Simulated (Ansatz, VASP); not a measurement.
## Two plane-wave programs on TaSi2

Contents of INCAR:

```
SYSTEM = TaSi2
  ALGO = Normal
  EDIFF = 1E-6
  ENCUT = 520
  GGA = PE
  ISIF = 2
  ISMEAR = 0
  LASPH = .True.
  LCHARG = .False.
  LREAL = .False.
  LWAVE = .False.
  NBANDS = 16
  NELM = 100
  PREC = Accurate
  SIGMA = 0.1
```

Contents of KPOINTS:

```
k-points
0
Gamma
  12 12 18
  0 0 0
```

POSCAR

```
TaSi2
1.0
    4.4075040954      0.0000000000      0.0000000000
   -2.2037520477      3.8170105139      0.0000000000
    0.0000000000      0.0000000000      2.6489483334
Ta Si
1 2
Direct
    0.0000000000      0.0000000000      0.0000000000
    0.6666666667      0.3333333333      0.5000000000
    0.3333333333      0.6666666667      0.5000000000
```

Input for Ansatz:

```yaml
crystal:
  lattice:
    - [4.4075040954, 0.0, 0.0]
    - [-2.2037520477, 3.8170105139, 0.0]
    - [0.0, 0.0, 2.6489483334]
  atoms:
    - { symbol: Ta, position: [0.0, 0.0, 0.0] }
    - { symbol: Si, position: [0.6666666667, 0.3333333333, 0.5] }
    - { symbol: Si, position: [0.3333333333, 0.6666666667, 0.5] }
basis:
  ecutwfc: 420
kpoints:
  mp_grid: { grid: [12, 12, 18] }
  band_path:
    path:
      - [[0.0, 0.0, 0.0], [0.5, 0.0, 0.0], [0.33333333, 0.33333333, 0.0], [0.0, 0.0, 0.0], [0.0, 0.0, 0.5], [0.5, 0.0, 0.5], [0.33333333, 0.33333333, 0.5], [0.0, 0.0, 0.5]]
      - [[0.5, 0.0, 0.5], [0.5, 0.0, 0.0]]
      - [[0.33333333, 0.33333333, 0.5], [0.33333333, 0.33333333, 0.0]]
    npoints: 14
hamiltonian:
  xc: pbe
scf:
  occupations: { method: gaussian, width: 0.1 }
  n_extra_bands: 7
output:
  forces: true
  stress: true
  eigenvalues: true
  populations: true
  dos: { projected: true, de: 0.02, nscf_kmesh: { grid: [15, 15, 22] } }
  bader: true
```

Alike in both runs: task single point; functional PBE; k mesh 12 × 12 × 18; occupations gaussian, width 0.1 eV; no spin polarisation.

|  | VASP | Ansatz |
| --- | --- | --- |
| version | VASP 6.6.1 | Ansatz 0.2.0 |
| potentials or method | VASP PAW PBE potentials, release 64 (Ta_pv, Si), cutoff 520 eV | scalar-relativistic, plane waves, PAW |
| valence electrons in the cell | 19 | 21 |

|  | VASP | Ansatz | Ansatz less VASP |
| --- | --- | --- | --- |
| gap on the k mesh at the Fermi level (eV) | none | none | - |
| pressure (GPa) | 0.1 | 0.0 | -0.08 |

A gap of «none» marks a metal or a gap that the smearing closes. With one functional, cell and mesh, what is left measures potentials, basis and numerics. VASP's potentials hold 19 valence electrons a cell and Ansatz's 21, so a difference there can come from the potentials and not from the codes.

Spin-orbit coupling is off throughout.
